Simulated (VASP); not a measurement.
# TaN (Fm-3m) in VASP: notebook, part 2 of 2

VASP 6.6.1. The steps go on from the part before.

### 4 Single point, r2SCAN+U

File POSCAR:

```
TaN
1.0
    0.0000000000      2.2113230000      2.2113230000
    2.2113230000      0.0000000000      2.2113230000
    2.2113230000      2.2113230000      0.0000000000
Ta N
1 1
Direct
    0.5000000000      0.5000000000      0.5000000000
    0.0000000000      0.0000000000      0.0000000000
```

File INCAR.step1:

```
SYSTEM = TaN
PREC = Accurate ; ENCUT = 520
ISMEAR = -1 ; SIGMA = 0.05
LREAL = .False. ; LASPH = .True.
NELM = 150 ; LMAXMIX = 4
LDAU = .True. ; LDAUTYPE = 2
LDAUL = 2 -1 ; LDAUU = 6 0
LDAUJ = 0 0 ; NBANDS = 15
GGA = PE ; ALGO = Normal
EDIFF = 1E-4 ; LWAVE = .True.
LCHARG = .False.
```

File INCAR.step2:

```
SYSTEM = TaN
PREC = Accurate ; ENCUT = 520
EDIFF = 1E-7 ; ISMEAR = -1
SIGMA = 0.05 ; LREAL = .False.
LASPH = .True. ; NELM = 150
ALGO = Normal ; ISIF = 2
LWAVE = .False. ; LCHARG = .False.
LMAXMIX = 4 ; LDAU = .True.
LDAUTYPE = 2 ; LDAUL = 2 -1
LDAUU = 6 0 ; LDAUJ = 0 0
LDAUPRINT = 1 ; METAGGA = R2SCAN
LMIXTAU = .True. ; NBANDS = 15
ISTART = 1
```

File KPOINTS:

```
regular mesh
0
Gamma
  10 10 10
  0 0 0
```

Potentials or basis: VASP PAW PBE potentials, release 64 (Ta_pv, N).

Launch:

```console
cat potpaw_PBE.64/Ta_pv/POTCAR potpaw_PBE.64/N/POTCAR > POTCAR
cp INCAR.step1 INCAR
mpirun -np 1 vasp_std > vasp.out
cp INCAR.step2 INCAR
mpirun -np 1 vasp_std > vasp.out
```

OUTCAR:

```text
SYSTEM = TaN
   PREC = Accurate
   ENCUT = 520
   EDIFF = 1E-7
   ISMEAR = -1
   LREAL = .False.
   LASPH = .True.
   NELM = 150
   ISIF = 2
   METAGGA = R2SCAN
   ISTART = 1

 ion  position               nearest neighbor table
   1  0.500  0.500  0.500-   2 2.21   2 2.21   2 2.21   2 2.21   2 2.21   2 2.21
   2  0.000  0.000  0.000-   1 2.21   1 2.21   1 2.21   1 2.21   1 2.21   1 2.21

  LATTYP: Found a face centered cubic cell.
 ALAT       =     4.4226460000

  Lattice vectors:

 A1 = (   0.0000000000,   2.2113230000,   2.2113230000)
 A2 = (   2.2113230000,   0.0000000000,   2.2113230000)
 A3 = (   2.2113230000,   2.2113230000,   0.0000000000)

Analysis of symmetry for initial positions (statically):
=====================================================================
 Subroutine PRICEL returns:
 Original cell was already a primitive cell.

 Routine SETGRP: Setting up the symmetry group for a
 face centered cubic supercell.

 Subroutine GETGRP returns: Found 48 space group operations
 (whereof 48 operations were pure point group operations)
 out of a pool of 48 trial point group operations.

The static configuration has the point symmetry O_h .

Analysis of symmetry for dynamics (positions and initial velocities):
=====================================================================
 Subroutine PRICEL returns:
 Original cell was already a primitive cell.

 Routine SETGRP: Setting up the symmetry group for a
 face centered cubic supercell.

 Subroutine GETGRP returns: Found 48 space group operations
 (whereof 48 operations were pure point group operations)
 out of a pool of 48 trial point group operations.

The dynamic configuration has the point symmetry O_h .

 Subroutine INISYM returns: Found 48 space group operations
 (whereof 48 operations are pure point group operations),
 and found     1 'primitive' translations

----------------------------------------------------------------------------------------

                                     Primitive cell

  volume of cell :      21.6265

  direct lattice vectors                    reciprocal lattice vectors
     0.000000000  2.211323000  2.211323000    -0.226108985  0.226108985  0.226108985
     2.211323000  0.000000000  2.211323000     0.226108985 -0.226108985  0.226108985
     2.211323000  2.211323000  0.000000000     0.226108985  0.226108985 -0.226108985

  length of vectors
     3.127282977  3.127282977  3.127282977     0.391632251  0.391632251  0.391632251

  position of ions in fractional coordinates (direct lattice)
     0.500000000  0.500000000  0.500000000
     0.000000000  0.000000000  0.000000000

  ion indices of the primitive-cell ions
   primitive index   ion index
                 1           1
                 2           2

----------------------------------------------------------------------------------------

 KPOINTS: regular mesh
[... 94 lines left out ...]
   angular momentum for each species LDAUL =     2   -1
   U (eV)           for each species LDAUU =   6.0  0.0
   J (eV)           for each species LDAUJ =   0.0  0.0
   METAGGA = R2SCAN    functional components
   LHFCALC =     F    Hartree Fock is set to
   AEXX    =    0.0000 exact exchange contribution
   IVDW    =     0    specifies the selected vdW correction
   LEPSILON=     F    determine dielectric tensor
   LRPA    =     F    only Hartree local field effects (RPA)
 non-spin polarized calculation
  energy-cutoff  :      520.00
  volume of cell :       21.63
 maximum number of plane-waves:       592
   NGX = 11   NGY = 11   NGZ = 11

atom =   1  type =  1  l = 2

 onsite density matrix

spin component  1

  0.2573  0.0000 -0.0000  0.0000 -0.0000
  0.0000  0.2573 -0.0000 -0.0000 -0.0000
 -0.0000 -0.0000  0.1797  0.0000  0.0000
  0.0000 -0.0000  0.0000  0.2573 -0.0000
 -0.0000 -0.0000  0.0000 -0.0000  0.1797

spin component  2

  0.2573  0.0000 -0.0000  0.0000 -0.0000
  0.0000  0.2573 -0.0000 -0.0000 -0.0000
 -0.0000 -0.0000  0.1797  0.0000  0.0000
  0.0000 -0.0000  0.0000  0.2573 -0.0000
 -0.0000 -0.0000  0.0000 -0.0000  0.1797

 occupancies and eigenvectors

  o =  0.1797  v =  0.0000  0.0000  1.0000 -0.0000 -0.0088  0.0000  0.0000  0.0000  0.0000  0.0000      0.0000  0.0000  0.0000  0.0000  0.0000  0.0000  0.0000  0.0000  0.0000  0.0000
  o =  0.1797  v =  0.0000  0.0000  0.0000  0.0000  0.0000  0.0000  0.0000  1.0000 -0.0000 -0.0088      0.0000  0.0000  0.0000  0.0000  0.0000  0.0000  0.0000  0.0000  0.0000  0.0000
  o =  0.1797  v =  0.0000 -0.0000  0.0088  0.0000  1.0000  0.0000  0.0000  0.0000  0.0000  0.0000      0.0000  0.0000  0.0000  0.0000  0.0000  0.0000  0.0000  0.0000  0.0000  0.0000
  o =  0.1797  v =  0.0000  0.0000  0.0000  0.0000  0.0000  0.0000 -0.0000  0.0088  0.0000  1.0000      0.0000  0.0000  0.0000  0.0000  0.0000  0.0000  0.0000  0.0000  0.0000  0.0000
  o =  0.2573  v =  0.0000  0.0000  0.0000  0.0000  0.0000  0.0000 -0.5206  0.0000 -0.8538  0.0000      0.0000  0.0000  0.0000  0.0000  0.0000  0.0000  0.0000  0.0000  0.0000  0.0000
  o =  0.2573  v =  0.0000 -0.5206  0.0000 -0.8538  0.0000  0.0000  0.0000  0.0000  0.0000  0.0000      0.0000  0.0000  0.0000  0.0000  0.0000  0.0000  0.0000  0.0000  0.0000  0.0000
  o =  0.2573  v =  0.0000 -0.8538  0.0000  0.5206 -0.0000  0.0000  0.0000  0.0000  0.0000  0.0000      0.0000  0.0000  0.0000  0.0000  0.0000  0.0000  0.0000  0.0000  0.0000  0.0000
  o =  0.2573  v =  0.0000  0.0000  0.0000  0.0000  0.0000  0.0000 -0.8538  0.0000  0.5206 -0.0000      0.0000  0.0000  0.0000  0.0000  0.0000  0.0000  0.0000  0.0000  0.0000  0.0000
  o =  0.2573  v =  0.0000  0.0000  0.0000  0.0000  0.0000  1.0000  0.0000  0.0000  0.0000  0.0000      0.0000  0.0000  0.0000  0.0000  0.0000  0.0000  0.0000  0.0000  0.0000  0.0000
  o =  0.2573  v =  1.0000  0.0000  0.0000  0.0000  0.0000  0.0000  0.0000  0.0000  0.0000  0.0000      0.0000  0.0000  0.0000  0.0000  0.0000  0.0000  0.0000  0.0000  0.0000  0.0000

 number of electron      16.0000003 magnetization

 Free energy of the ion-electron system (eV)
  ---------------------------------------------------
  ext. energy  EPLUGINS =         0.00000000
  ---------------------------------------------------
  free energy    TOTEN  =       -54.24755016 eV

  energy without entropy =      -54.24350960  energy(sigma->0) =      -54.24552988

 E-fermi :  10.1965     XC(G=0): -14.4022

 val. band max:       10.0401895672   @ k =  -0.3000   0.4000   0.2000
 cond. band min:      10.2327898936   @ k =  -0.3000   0.3000   0.1000
 fundamental gap:      0.1926003263
 Fermi energy:        10.1965106264

 k-point     1 :       0.0000    0.0000    0.0000
  band No.  band energies     occupation
      1     -28.2989      2.00000
      2     -28.2989      2.00000
      3     -28.2989      2.00000
      4     -10.1875      2.00000
      5       5.6985      2.00000
      6       5.6985      2.00000
      7       5.6985      2.00000
      8       8.1794      2.00000
      9       8.1794      2.00000
     10       8.1794      2.00000
     11      10.9382      0.00000
     12      10.9382      0.00000
     13      11.1317      0.00000
     14      18.0405      0.00000
[... 401 lines left out ...]
      2     -28.5211      2.00000
      3     -28.4976      2.00000
      4      -8.4631      2.00000
      5       1.4712      2.00000
      6       3.7617      2.00000
      7       4.3504      2.00000
      8       6.0950      2.00000
      9      12.9657      0.00000
     10      13.2537      0.00000
     11      13.3890      0.00000
     12      14.0746      0.00000
     13      18.0205      0.00000
     14      18.8330      0.00000
     15      20.5962      0.00000

 [... further k-points ...]

------------------------ aborting loop because EDIFF is reached ----------------------------------------

  FORCE on cell =-STRESS in cart. coord.  units (eV):
  Direction    XX          YY          ZZ          XY          YZ          ZX
  --------------------------------------------------------------------------------------
  -------------------------------------------------------------------------------------
  Total        1.8652262      1.8652262      1.8652262      0.0000000      0.0000000      0.0000000
  in kB      138.1832922    138.1832922    138.1832922      0.0000000      0.0000000      0.0000000
  external PRESSURE =     138.1832922 kB  Pullay stress =       0.0000000 kB

 VOLUME and BASIS-vectors are now :
 -----------------------------------------------------------------------------
  energy-cutoff  :      520.00
  volume of cell :       21.63
      direct lattice vectors                 reciprocal lattice vectors
     0.000000000  2.211323000  2.211323000    -0.226108985  0.226108985  0.226108985
     2.211323000  0.000000000  2.211323000     0.226108985 -0.226108985  0.226108985
     2.211323000  2.211323000  0.000000000     0.226108985  0.226108985 -0.226108985

 POSITION                                       TOTAL-FORCE (eV/Angst)
 -----------------------------------------------------------------------------------
      2.21132      2.21132      2.21132         0.000000      0.000000      0.000000
      0.00000      0.00000      0.00000        -0.000000     -0.000000     -0.000000
 -----------------------------------------------------------------------------------
    total drift:                                0.000000     -0.000000     -0.000000

  FREE ENERGIE OF THE ION-ELECTRON SYSTEM (eV)
  ---------------------------------------------------
  free  energy   TOTEN  =       -54.2475501550 eV

  energy  without entropy=      -54.2435095956  energy(sigma->0) =      -54.24552988
```

It took 32 s on 1 thread of Intel Xeon 6975P-C, shared host; peak memory 0.15 GiB.

What came out:

| Item | Value |
| --- | --- |
| Free energy | -54.2476 eV |
| Pressure | 13.8 GPa |
| Band gap on the k mesh | zero (band 8 reaches 12.19 eV, above the bottom of band 9 at 8.18 eV) |

Eigenvalues of the final occupation matrices:
```
    site  spin  trace               eigenvalues
site 1 d     1   1.13  0.18 0.18 0.26 0.26 0.26
site 1 d     2   1.13  0.18 0.18 0.26 0.26 0.26
```

Caveat: the PAW data sets were made with another functional, which shifts forces and pressure a little; spin-orbit coupling is left out, which moves the levels of the heavy elements; U without spin polarisation on a metal has little footing.

### 5 Summary

| U | gap on the mesh (eV) | pressure (GPa) |
| --- | --- | --- |
| Ta d U = 4.0 eV | none | 7.5 |
| Ta d U = 5.0 eV | none | 10.6 |
| Ta d U = 6.0 eV | none | 13.8 |

Alike in all rows: task single point; level r2SCAN+U; potentials or basis VASP PAW PBE potentials, release 64 (Ta_pv, N); no spin polarisation; cell as given; k mesh 10 × 10 × 10; cutoff (eV) 520; smearing fermi-dirac 0.05 eV.

Every run on the cell as given and a fine mesh finds a metal.

Caveats: the PAW data sets were made with another functional, which shifts forces and pressure a little; spin-orbit coupling is left out, which moves the levels of the heavy elements; U without spin polarisation on a metal has little footing.

Total energies depend on the potentials used, so only differences within one code and one set of settings carry meaning.
